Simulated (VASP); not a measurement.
# Pd (Im-3m) in VASP: a series of runs

Aim: see how the results for Pd move with the level of theory and the settings. Levels: SCAN, PBEsol-based global hybrid with 25 % exact exchange. Tasks: relaxation of cell and atoms, single point.

Everything below comes from runs of VASP 6.6.1. Logs are shortened: lines on timing, memory, paths and dates and some standing lists are left out, and cuts for length are marked.

## 1. The cell of the first run

The structure is cubic, space group Im-3m (No. 229). Conventional cell: a = 3.145 Å, b = 3.145 Å, c = 3.145 Å, α = 90.00°, β = 90.00°, γ = 90.00°. Within 3.6 Å of Pd (site symmetry m-3m) lie 14 Pd at 2.72 to 3.14 Å.

This isn't the form of Pd at room conditions, which is fcc.

## 2. Relaxation of cell and atoms, SCAN

File POSCAR:

```
Pd
1.0
   -1.5722810000      1.5722810000      1.5722810000
    1.5722810000     -1.5722810000      1.5722810000
    1.5722810000      1.5722810000     -1.5722810000
Pd
1
Direct
    0.0000000000      0.0000000000      0.0000000000
```

File INCAR.step1:

```
SYSTEM = Pd
METAGGA  = SCAN           ! meta-GGA
ISMEAR   = 1              ! smearing method
SIGMA    = 0.1            ! smearing width, eV
LWAVE    = .FALSE.        ! write WAVECAR
LCHARG   = .FALSE.        ! write CHGCAR
NSW      = 60             ! ionic steps
PREC     = Accurate       ! precision mode
LASPH    = .TRUE.         ! aspherical terms in the spheres
LREAL    = .FALSE.        ! projectors in reciprocal space
ALGO     = Normal         ! electronic algorithm
EDIFF    = 1E-7           ! SCF threshold, eV
NELM     = 120            ! most SCF steps
GGA_COMPAT= .FALSE.      
IBRION   = 2              ! ionic algorithm
ISIF     = 3              ! what is computed and relaxed
EDIFFG   = -0.005         ! ionic threshold
NELMIN   = 4            
ENCUT    = 590            ! plane-wave cutoff, eV
LMIXTAU  = .TRUE.
```

File INCAR.step3:

```
SYSTEM = Pd
METAGGA  = SCAN           ! meta-GGA
ISMEAR   = 1              ! smearing method
SIGMA    = 0.1            ! smearing width, eV
LWAVE    = .FALSE.        ! write WAVECAR
LCHARG   = .FALSE.        ! write CHGCAR
PREC     = Accurate       ! precision mode
LASPH    = .TRUE.         ! aspherical terms in the spheres
LREAL    = .FALSE.        ! projectors in reciprocal space
ALGO     = Normal         ! electronic algorithm
EDIFF    = 1E-7           ! SCF threshold, eV
NELM     = 120            ! most SCF steps
GGA_COMPAT= .FALSE.      
ISIF     = 2              ! what is computed and relaxed
ENCUT    = 590            ! plane-wave cutoff, eV
LMIXTAU  = .TRUE.
```

File KPOINTS:

```
k-points
0
Gamma
  15 15 15
```

Potentials or basis: VASP PAW PBE potentials, release 64 (Pd_sv_GW).

Started as:

```sh
> cat potpaw_PBE.64/Pd_sv_GW/POTCAR > POTCAR
> cp INCAR.step1 INCAR
> cp POSCAR.step1 POSCAR
> mpirun -np 1 vasp_std > vasp.out
> cp CONTCAR POSCAR
> mpirun -np 1 vasp_std > vasp.out
> cp CONTCAR POSCAR
> cp INCAR.step3 INCAR
> mpirun -np 1 vasp_std > vasp.out
```

OUTCAR:

```text
SYSTEM = Pd
   METAGGA = SCAN
   ISMEAR = 1
   PREC = Accurate
   LASPH = .TRUE.
   LREAL = .FALSE.
   EDIFF = 1E-7
   NELM = 120
   ISIF = 2
   ENCUT = 590

 Found    120 irreducible k-points:

 Following reciprocal coordinates:
            Coordinates               Weight
  0.000000  0.000000  0.000000      1.000000
  0.066667  0.000000  0.000000     12.000000
  0.133333  0.000000  0.000000     12.000000
  0.200000  0.000000  0.000000     12.000000
  0.266667  0.000000  0.000000     12.000000
  0.333333  0.000000  0.000000     12.000000
   k-points           NKPTS =    120   k-points in BZ     NKDIM =    120   number of bands    NBANDS=     13
   number of dos      NEDOS =    301   number of ions     NIONS =      1
   total plane-waves  NPLWV =  13824
   dimension x,y,z NGX =    24 NGY =   24 NGZ =   24
   dimension x,y,z NGXF=    48 NGYF=   48 NGZF=   48
   ions per type =               1
   NGX,Y,Z   is equivalent  to a cutoff of  14.92, 14.92, 14.92 a.u.
   NGXF,Y,Z  is equivalent  to a cutoff of  29.83, 29.83, 29.83 a.u.
 SYSTEM =  Pd
   PREC   = accura    normal or accurate (medium, high low for compatibility)
   ISTART =      0    job   : 0-new  1-cont  2-samecut
   ICHARG =      2    charge: 1-file 2-atom 10-const
   ISPIN  =      1    spin polarized calculation?
   LNONCOLLINEAR =      F non collinear calculations
   LSORBIT =      F    spin-orbit coupling
   LASPH  =      T    aspherical Exc in radial PAW
   ENCUT  =  590.0 eV  43.36 Ry    6.59 a.u.   5.30  5.30  5.30*2*pi/ulx,y,z
   NELM   =    120;   NELMIN=  2; NELMDL=  0     # of ELM steps
   EDIFF  = 0.1E-06   stopping-criterion for ELM
   LREAL  =      F    real-space projection
   EDIFFG = 0.1E-05   stopping-criterion for IOM
   NSW    =      0    number of steps for IOM
   IBRION =     -1    ionic relax: 0-MD 1-quasi-New 2-CG
   NFREE  =      0    steps in history (QN), initial steepest desc. (CG)
   ISIF   =      2    stress and relaxation
   ISYM   =      2    0-nonsym 1-usesym 2-fastsym
   POTIM  = 0.5000    time-step for ionic-motion
   TEBEG  =    0.0;   TEEND  =   0.0 temperature during run

   SCALEE = 1.0000    scale energy and forces
   PSTRESS=    0.0 pullay stress
   NELECT =      18.0000    total number of electrons
   NUPDOWN=      -1.0000    fix difference up-down
   EMIN   =  10.00;   EMAX   =-10.00  energy-range for DOS
   EFERMI =   0.00;   METHOD = LEGACY
   ISMEAR =     1;   SIGMA  =   0.10  broadening in eV -4-tet -1-fermi 0-gaus
   EFERMI_NEDOS =   21; number of points for ismear=-14 and -15
   IALGO  =     38    algorithm
   IMIX   =      4    mixing-type and parameters
     AMIX     =   0.40;   BMIX     =  1.00
     AMIX_MAG =   1.60;   BMIX_MAG =  1.00
  volume/ion in A,a.u.               =      14.73        99.42
  Fermi-wavevector in a.u.,A,eV,Ry     =   1.750163  3.307328 41.675584  3.063069
  Thomas-Fermi vector in A             =   2.820935
   LORBIT       =      0    0 simple, 1 ext, 2 COOP (PROOUT), +10 PAW based schemes
   METAGGA = SCAN    functional components
   LHFCALC =     F    Hartree Fock is set to
   AEXX    =    0.0000 exact exchange contribution
   IVDW    =     0    specifies the selected vdW correction
   LEPSILON=     F    determine dielectric tensor
   LRPA    =     F    only Hartree local field effects (RPA)

   CSHIFT  =0.1000    complex shift for real part using Kramers Kronig

   OMEGAMAX=  -1.0    maximum frequency
 non-spin polarized calculation
 Methfessel and Paxton  Order N= 1 SIGMA  =   0.10
  energy-cutoff  :      590.00
  volume of cell :       14.73
 maximum number of plane-waves:       488
 NGX is ok and might be reduce to    24
   NGX = 11   NGY = 11   NGZ = 11

 number of electron      18.0000005 magnetization

 Free energy of the ion-electron system (eV)
  ---------------------------------------------------
  ext. energy  EPLUGINS =         0.00000000
  ---------------------------------------------------
  free energy    TOTEN  =       -31.27152799 eV

  energy without entropy =      -31.27144279  energy(sigma->0) =      -31.27149959

 E-fermi :   8.2536     XC(G=0): -14.5692

 val. band max:        8.2474924480   @ k =  -0.4000  -0.4667   0.2000
 cond. band min:       8.2600002496   @ k =  -0.4000  -0.4667   0.2667
 fundamental gap:      0.0125078017
 Fermi energy:         8.2535727959

 k-point     1 :       0.0000    0.0000    0.0000
  band No.  band energies     occupation
      1     -78.4676      2.00000
      2     -42.9754      2.00000
      3     -42.9752      2.00000
      4     -42.9752      2.00000
      5       0.9861      2.00000
      6       5.1870      2.00000
      7       5.1870      2.00000
      8       5.1871      2.00000
      9       7.1772      2.00000
     10       7.1775      2.00000
     11      28.2681      0.00000
     12      28.2681      0.00000
     13      28.2681      0.00000

 k-point     2 :       0.0667    0.0000    0.0000
  band No.  band energies     occupation
      1     -78.4649      2.00000
      2     -42.9957      2.00000
      3     -42.9823      2.00000
      4     -42.9755      2.00000
      5       1.1634      2.00000
      6       5.1268      2.00000
      7       5.1896      2.00000
      8       5.3135      2.00000
      9       7.1069      2.00000
     10       7.1811      2.00000
     11      28.1912      0.00000
     12      28.3019      0.00000
     13      28.4846      0.00000

 k-point     3 :       0.1333    0.0000    0.0000
  band No.  band energies     occupation
      1     -78.4571      2.00000
      2     -43.0505      2.00000
      3     -43.0012      2.00000
      4     -42.9755      2.00000
      5       1.6645      2.00000
      6       4.9602      2.00000
      7       5.1949      2.00000
      8       5.6836      2.00000
      9       6.9557      2.00000
     10       7.1963      2.00000
     11      27.6737      0.00000
     12      28.2048      0.00000
     13      29.1035      0.00000

 k-point     4 :       0.2000    0.0000    0.0000
  band No.  band energies     occupation
      1     -78.4456      2.00000
      2     -43.1311      2.00000
      3     -43.0292      2.00000
      4     -42.9754      2.00000
      5       2.3581      2.00000
      6       4.7239      2.00000
      7       5.2593      2.00000
      8       6.2630      2.00000
      9       6.8518      2.00000
     10       7.2263      2.00000
     11      26.1639      0.00000
     12      27.5613      0.00000
     13      30.0347      0.00000

 k-point     5 :       0.2667    0.0000    0.0000
  band No.  band energies     occupation
      1     -78.4324      2.00000
      2     -43.2229      2.00000
      3     -43.0610      2.00000
      4     -42.9752      2.00000
      5       2.9007      2.00000
      6       4.4647      2.00000
      7       5.6894      2.00000
      8       6.8730      2.00000
      9       6.9900      2.00000
     10       7.2725      2.00000
     11      23.7862      0.00000
     12      26.4609      0.00000
     13      31.1349      0.00000

 k-point     6 :       0.3333    0.0000    0.0000
  band No.  band energies     occupation
      1     -78.4198      2.00000
      2     -43.3095      2.00000
      3     -43.0911      2.00000
      4     -42.9746      2.00000
      5       3.0029      2.00000
      6       4.2280      2.00000
      7       6.7065      2.00000
      8       7.0713      2.00000
      9       7.3297      2.00000
     10       7.7645      2.00000
     11      21.1228      0.00000
     12      25.3554      0.00000
     13      29.3054      0.00000

 [... further k-points ...]

------------------------ aborting loop because EDIFF is reached ----------------------------------------

  FORCE on cell =-STRESS in cart. coord.  units (eV):
  Direction    XX          YY          ZZ          XY          YZ          ZX
  --------------------------------------------------------------------------------------
  -------------------------------------------------------------------------------------
  Total       -0.0029603     -0.0029603     -0.0029603      0.0000000      0.0000000     -0.0000000
  in kB       -0.3219466     -0.3219466     -0.3219466      0.0000000      0.0000000     -0.0000000
  external PRESSURE =      -0.3219466 kB  Pullay stress =       0.0000000 kB

 VOLUME and BASIS-vectors are now :
 -----------------------------------------------------------------------------
  energy-cutoff  :      590.00
  volume of cell :       14.73
      direct lattice vectors                 reciprocal lattice vectors
    -1.544308083  1.544308083  1.544308083     0.000000000  0.323769593  0.323769593
     1.544308083 -1.544308083  1.544308083     0.323769593  0.000000000  0.323769593
     1.544308083  1.544308083 -1.544308083     0.323769593  0.323769593  0.000000000

 POSITION                                       TOTAL-FORCE (eV/Angst)
 -----------------------------------------------------------------------------------
      0.00000      0.00000      0.00000         0.000000      0.000000      0.000000
 -----------------------------------------------------------------------------------
    total drift:                                0.000000      0.000000      0.000000

  FREE ENERGIE OF THE ION-ELECTRON SYSTEM (eV)
  ---------------------------------------------------
  free  energy   TOTEN  =       -31.2715279930 eV

  energy  without entropy=      -31.2714427861  energy(sigma->0) =      -31.27149959
```

Wall time 11 min (1 thread of Intel Xeon Platinum 8259CL at 2.50GHz (Skylake/Cascade Lake), shared host); peak memory 0.18 GiB.

What came out:

```yaml
Free_energy: -31.2715 eV
Relaxed_volume: 14.73 Å³/atom
Relaxed_cell: a = 2.675 Å, b = 2.675 Å, c = 2.675 Å, α = 109.47°, β = 109.47°, γ = 109.47°
Space_group_after_relaxing_to_0.1_Å: Im-3m (No. 229)
Energy_gained_by_relaxing: 17.6 meV/atom
Ionic_steps: 7
Pressure_after_relaxing: 0.0 GPa
Band_gap_on_the_k_mesh: zero (bands 9 and 10 overlap by 1.78 eV)
```

Step by step:
| step | energy change (eV) | largest force (eV/Å) | pressure (GPa) | volume (Å³) |
| --- | --- | --- | --- | --- |
| 1 | 0.0000 | 0.0000 | -9.31 | 15.55 |
| 2 | 0.0464 | 0.0000 | 20.73 | 13.60 |
| 3 | -0.0235 | 0.0000 | -0.23 | 14.79 |
| 4 | -0.0236 | 0.0000 | -0.04 | 14.78 |
| 5 | -0.0175 | 0.0000 | -0.61 | 14.78 |
| 6 | -0.0173 | 0.0000 | 1.13 | 14.66 |
| 7 | -0.0176 | 0.0000 | 0.00 | 14.73 |

Final structure:
```
CELL_PARAMETERS angstrom
-1.54431 1.54431 1.54431
1.54431 -1.54431 1.54431
1.54431 1.54431 -1.54431
ATOMIC_POSITIONS crystal
Pd 0.00000 0.00000 0.00000
```

Caveat: the PAW data sets were made with another functional, which shifts forces and pressure a little.

## 3. Single point, PBEsol-based global hybrid with 25 % exact exchange

This run uses another cell than the first one, of 14.37 Å³/atom.

File POSCAR:

```
Pd
1.0
   -1.5316526733      1.5316526733      1.5316526733
    1.5316526733     -1.5316526733      1.5316526733
    1.5316526733      1.5316526733     -1.5316526733
Pd
1
Direct
    0.0000000000      0.0000000000      0.0000000000
```

File INCAR.step1:

```
SYSTEM = Pd
PREC     = Accurate       ! precision mode
ENCUT    = 520            ! plane-wave cutoff, eV
EDIFF    = 1E-5           ! SCF threshold, eV
ISMEAR   = -1             ! smearing method
SIGMA    = 0.05           ! smearing width, eV
LREAL    = .FALSE.        ! projectors in reciprocal space
LASPH    = .TRUE.         ! aspherical terms in the spheres
NELM     = 100            ! most SCF steps
ALGO     = Normal         ! electronic algorithm
ISIF     = 2              ! what is computed and relaxed
LWAVE    = .TRUE.         ! write WAVECAR
LCHARG   = .FALSE.        ! write CHGCAR
GGA      = PE             ! functional
NBANDS   = 11             ! bands
```

File INCAR.step2:

```
SYSTEM = Pd
PREC     = Accurate       ! precision mode
ENCUT    = 520            ! plane-wave cutoff, eV
EDIFF    = 1E-6           ! SCF threshold, eV
ISMEAR   = -1             ! smearing method
SIGMA    = 0.05           ! smearing width, eV
LREAL    = .FALSE.        ! projectors in reciprocal space
LASPH    = .TRUE.         ! aspherical terms in the spheres
NELM     = 100            ! most SCF steps
ALGO     = Normal         ! electronic algorithm
ISIF     = 2              ! what is computed and relaxed
LWAVE    = .FALSE.        ! write WAVECAR
LCHARG   = .FALSE.        ! write CHGCAR
GGA      = PS             ! functional
LHFCALC  = .TRUE.         ! exact exchange
AEXX     = 0.25           ! exact-exchange fraction
PRECFOCK = Normal       
ISTART   = 1            
NBANDS   = 11             ! bands
```

File KPOINTS:

```
Automatic mesh
0
G
  6 6 6
  0 0 0
```

Potentials or basis: VASP PAW PBE potentials, release 64 (Pd).

Started as:

```sh
> cat potpaw_PBE.64/Pd/POTCAR > POTCAR
> cp INCAR.step1 INCAR
> mpirun -np 1 vasp_std > vasp.out
> cp INCAR.step2 INCAR
> mpirun -np 1 vasp_std > vasp.out
```

It took 2.9 min on 1 thread of Intel Xeon 6975P-C (Granite Rapids), shared host; peak memory 0.13 GiB.

Results (log left out):

```yaml
Free_energy: -7.0785 eV
Pressure: 0.1 GPa
Band_gap_on_the_k_mesh: zero (bands 5 and 6 overlap by 3.12 eV)
```

Levels at points of the mesh, in eV from the Fermi level:
```tsv
k point	band 1	band 2	band 3	band 4	band 5	band 6	band 7	band 8	band 9	band 10
(0.00, 0.00, 0.00)	-8.15	-4.01	-4.01	-4.01	-1.98	-1.98	21.51	21.51	21.51	30.59
(0.50, 0.00, 0.00)	-6.61	-5.37	-1.94	-1.59	1.14	2.33	10.04	17.14	20.36	27.23
(0.50, 0.50, 0.50)	-6.74	-6.74	0.72	0.72	0.72	11.09	11.09	11.09	20.17	20.17
```

Caveat: the k points lie up to 0.48 Å⁻¹ apart, too coarse for converged energies and pressures of a metal; the PAW data sets were made with another functional, which shifts forces and pressure a little.
